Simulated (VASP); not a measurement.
# Re (P6_3/mmc) in VASP: further runs, part 2 of 2

VASP 6.6.1. Earlier steps stand in the parts before.

## 3. Single point, r2SCAN+D4

This run uses another cell than the first one, of 14.71 Å³/atom.

POSCAR reads:

```
Re
1.0
    2.7608000000      0.0000000000      0.0000000000
   -1.3804000000      2.3909229348      0.0000000000
    0.0000000000      0.0000000000      4.4582000000
Re
2
Direct
    0.6666666667      0.3333333333      0.7500000000
    0.3333333333      0.6666666667      0.2500000000
```

INCAR.step1 reads:

```
SYSTEM = Re
PREC     = Accurate       ! precision mode
ENCUT    = 520            ! plane-wave cutoff, eV
ISMEAR   = -1             ! smearing method
SIGMA    = 0.05           ! smearing width, eV
LREAL    = .FALSE.        ! projectors in reciprocal space
LASPH    = .TRUE.         ! aspherical terms in the spheres
NELM     = 60             ! most SCF steps
NBANDS   = 14             ! bands
GGA      = PE             ! functional
ALGO     = Normal         ! electronic algorithm
EDIFF    = 1E-4           ! SCF threshold, eV
LWAVE    = .TRUE.         ! write WAVECAR
LCHARG   = .FALSE.        ! write CHGCAR
```

INCAR.step2 reads:

```
SYSTEM = Re
PREC     = Accurate       ! precision mode
ENCUT    = 520            ! plane-wave cutoff, eV
EDIFF    = 1E-6           ! SCF threshold, eV
ISMEAR   = -1             ! smearing method
SIGMA    = 0.05           ! smearing width, eV
LREAL    = .FALSE.        ! projectors in reciprocal space
LASPH    = .TRUE.         ! aspherical terms in the spheres
NELM     = 60             ! most SCF steps
ALGO     = Normal         ! electronic algorithm
ISIF     = 2              ! what is computed and relaxed
LWAVE    = .FALSE.        ! write WAVECAR
LCHARG   = .FALSE.        ! write CHGCAR
METAGGA  = R2SCAN         ! meta-GGA
LMIXTAU  = .TRUE.       
IVDW     = 13             ! dispersion correction
VDW_S6   = 1.0          
VDW_S8   = 0.6018749    
VDW_A1   = 0.51559235   
VDW_A2   = 5.77342911   
NBANDS   = 14             ! bands
ISTART   = 1
```

KPOINTS reads:

```
regular mesh
0
G
  11 11 6
  0 0 0
```

Potentials or basis: VASP PAW PBE potentials, release 64 (Re).

The run is started by

```console
$ cat potpaw_PBE.64/Re/POTCAR > POTCAR
$ cp INCAR.step1 INCAR
$ mpirun -np 1 vasp_std > vasp.out
$ cp INCAR.step2 INCAR
$ mpirun -np 1 vasp_std > vasp.out
```

OUTCAR:

```text
SYSTEM = Re
   PREC = Accurate
   ENCUT = 520
   EDIFF = 1E-6
   ISMEAR = -1
   LREAL = .FALSE.
   LASPH = .TRUE.
   NELM = 60
   ISIF = 2
   METAGGA = R2SCAN
   IVDW = 13
   ISTART = 1

 ion  position               nearest neighbor table
   1  0.667  0.333  0.750-   2 2.74   2 2.74   2 2.74   2 2.74   2 2.74   2 2.74
   2  0.333  0.667  0.250-   1 2.74   1 2.74   1 2.74   1 2.74   1 2.74   1 2.74

  LATTYP: Found a hexagonal cell.
 ALAT       =     2.7608000000
 C/A-ratio  =     1.6148217908

  Lattice vectors:

 A1 = (   2.7608000000,   0.0000000000,   0.0000000000)
 A2 = (  -1.3804000000,   2.3909229348,   0.0000000000)
 A3 = (   0.0000000000,   0.0000000000,   4.4582000000)

Analysis of symmetry for initial positions (statically):
=====================================================================
 Subroutine PRICEL returns:
 Original cell was already a primitive cell.

 Routine SETGRP: Setting up the symmetry group for a
 hexagonal supercell.

 Subroutine GETGRP returns: Found 24 space group operations
 (whereof 12 operations were pure point group operations)
 out of a pool of 24 trial point group operations.

The static configuration has the point symmetry D_3d.
[... 180 lines left out ...]
      9       7.9005      0.02825
     10       8.2332      0.00004
     11      11.2025      0.00000
     12      11.2025      0.00000
     13      18.2390      0.00000
     14      22.5085      0.00000
[... 377 lines left out ...]
      1      -0.2298      2.00000
      2       2.5307      2.00000
      3       3.9486      2.00000
      4       4.3184      2.00000
      5       5.6657      2.00000
      6       6.3778      2.00000
      7       7.0151      2.00000
      8       8.0112      0.00313
      9       8.7489      0.00000
     10       9.1494      0.00000
     11      11.6060      0.00000
     12      14.7964      0.00000
     13      19.4516      0.00000
     14      24.3227      0.00000

 [... further k-points ...]

------------------------ aborting loop because EDIFF is reached ----------------------------------------

  DFT-D4 for vdW energy calculation

  Edisp (eV):   -0.43461

  FORCE on cell =-STRESS in cart. coord.  units (eV):
  Direction    XX          YY          ZZ          XY          YZ          ZX
  --------------------------------------------------------------------------------------
  -------------------------------------------------------------------------------------
  Total      -0.48193    -0.48193    -0.31854     0.00000     0.00000     0.00000
  in kB     -26.23836   -26.23836   -17.34238     0.00000     0.00000     0.00000
  external pressure =      -23.27 kB  Pullay stress =        0.00 kB

 VOLUME and BASIS-vectors are now :
 -----------------------------------------------------------------------------
  energy-cutoff  :      520.00
  volume of cell :       29.43
      direct lattice vectors                 reciprocal lattice vectors
     2.760800000  0.000000000  0.000000000     0.362213851  0.209124264  0.000000000
    -1.380400000  2.390922935  0.000000000     0.000000000  0.418248529  0.000000000
     0.000000000  0.000000000  4.458200000     0.000000000  0.000000000  0.224305774

 POSITION                                       TOTAL-FORCE (eV/Angst)
 -----------------------------------------------------------------------------------
      1.38040      0.79697      3.34365        -0.000000      0.000000      0.000000
     -0.00000      1.59395      1.11455         0.000000      0.000000      0.000000
 -----------------------------------------------------------------------------------
    total drift:                               -0.000000      0.000000     -0.000000

  FREE ENERGIE OF THE ION-ELECTRON SYSTEM (eV)
  ---------------------------------------------------
  free  energy   TOTEN  =      -105.3374314026 eV

  energy  without entropy=     -105.3233141601  energy(sigma->0) =     -105.33037278
```

It took 2.7 min on 1 thread of Intel Xeon 8259CL, shared host; peak memory 0.17 GiB.

What came out:

```yaml
Free_energy: -105.3374 eV
Pressure: -2.3 GPa
Band_gap_on_the_k_mesh: zero (bands 7 and 8 overlap by 3.09 eV)
Dispersion_energy_per_atom: -0.217 eV
```

Stress tensor (GPa, compression positive):
```
-2.62  0.00  0.00
 0.00 -2.62  0.00
 0.00  0.00 -1.73
```

Levels at points of the mesh, in eV from the Fermi level:
```csv
k point,band 3,band 4,band 5,band 6,band 7,band 8,band 9,band 10,band 11,band 12
"(0.00, 0.00, 0.00)",-1.64,-1.63,-1.63,-0.76,-0.76,0.21,0.21,0.54,3.51,3.51
"(0.00, 0.00, 0.50)",-2.51,-2.51,-1.76,-1.76,-1.76,-1.76,2.66,2.66,2.66,2.66
```

Caveat: the PAW data sets were made with another functional, which shifts forces and pressure a little; spin-orbit coupling is left out, which moves the levels of the heavy elements.

## 4. Single point, r2SCAN+D4

This run uses another cell than the first one, of 15.01 Å³/atom.

POSCAR reads:

```
Re
1.0
    2.7790839766      0.0000000000      0.0000000000
   -1.3895419883      2.4067573230      0.0000000000
    0.0000000000      0.0000000000      4.4877253638
Re
2
Direct
    0.6666666667      0.3333333333      0.7500000000
    0.3333333333      0.6666666667      0.2500000000
```

INCAR.step1 reads:

```
PREC = Accurate
ENCUT = 520
ISMEAR = -1
SIGMA = 0.05
LREAL = F
LASPH = T
NELM = 80
NBANDS = 14
GGA = PE
ALGO = Normal
EDIFF = 1E-4
LWAVE = T
LCHARG = F
```

INCAR.step2 reads:

```
PREC = Accurate
ENCUT = 520
EDIFF = 1E-6
ISMEAR = -1
SIGMA = 0.05
LREAL = F
LASPH = T
NELM = 80
ALGO = Normal
ISIF = 2
LWAVE = F
LCHARG = F
METAGGA = R2SCAN
LMIXTAU = T
IVDW = 13
VDW_S6 = 1.0
VDW_S8 = 0.6018749
VDW_A1 = 0.51559235
VDW_A2 = 5.77342911
NBANDS = 14
ISTART = 1
```

KPOINTS reads:

```
Automatic mesh
0
Gamma
  11 11 6
```

The run is started by

```console
$ cat potpaw_PBE.64/Re/POTCAR > POTCAR
$ cp INCAR.step1 INCAR
$ mpirun -np 1 vasp_std > vasp.out
$ cp INCAR.step2 INCAR
$ mpirun -np 1 vasp_std > vasp.out
```

Wall time 3.4 min (1 thread of Intel Xeon 8259CL, shared host); peak memory 0.17 GiB.

The run converged. Its results:

```
Free energy                : -105.3156 eV
Pressure                   : -9.7 GPa
Band gap on the k mesh     : zero (bands 7 and 8 overlap by 2.97 eV)
Dispersion energy per atom : -0.214 eV
```

Stress tensor (GPa, compression positive):
```
-10.01   0.00   0.00
  0.00 -10.01   0.00
  0.00   0.00  -9.11
```

Levels at points of the mesh, in eV from the Fermi level:
| k point | band 5 | band 6 | band 7 | band 8 | band 9 | band 10 |
| --- | --- | --- | --- | --- | --- | --- |
| (0.00, 0.00, 0.00) | -1.57 | -0.73 | -0.73 | 0.21 | 0.21 | 0.51 |
| (0.00, 0.00, 0.50) | -1.71 | -1.71 | -1.71 | -1.71 | 2.59 | 2.59 |

Caveat: the cell stands under tension; the PAW data sets were made with another functional, which shifts forces and pressure a little; spin-orbit coupling is left out, which moves the levels of the heavy elements.

## 5. Overview

| cell | gap on the mesh (eV) | pressure (GPa) |
| --- | --- | --- |
| a = 2.742, b = 2.742, c = 4.428 Å, angles 90.0, 90.0, 120.0°, 2 atoms | none | 5.9 |
| a = 2.761, b = 2.761, c = 4.458 Å, angles 90.0, 90.0, 120.0°, 2 atoms | none | -2.3 |
| a = 2.779, b = 2.779, c = 4.488 Å, angles 90.0, 90.0, 120.0°, 2 atoms | none | -9.7 |

Alike in all rows: task single point; level r2SCAN+D4; potentials or basis VASP PAW PBE potentials, release 64 (Re); no spin polarisation; k mesh 11 × 11 × 6; cutoff (eV) 520; smearing fermi-dirac 0.05 eV.

Caveats: the PAW data sets were made with another functional, which shifts forces and pressure a little; spin-orbit coupling is left out, which moves the levels of the heavy elements; the cell stands under pressure (at least some runs); the cell stands under tension (at least some runs).

Total energies depend on the potentials used, so only differences within one code and one set of settings carry meaning.
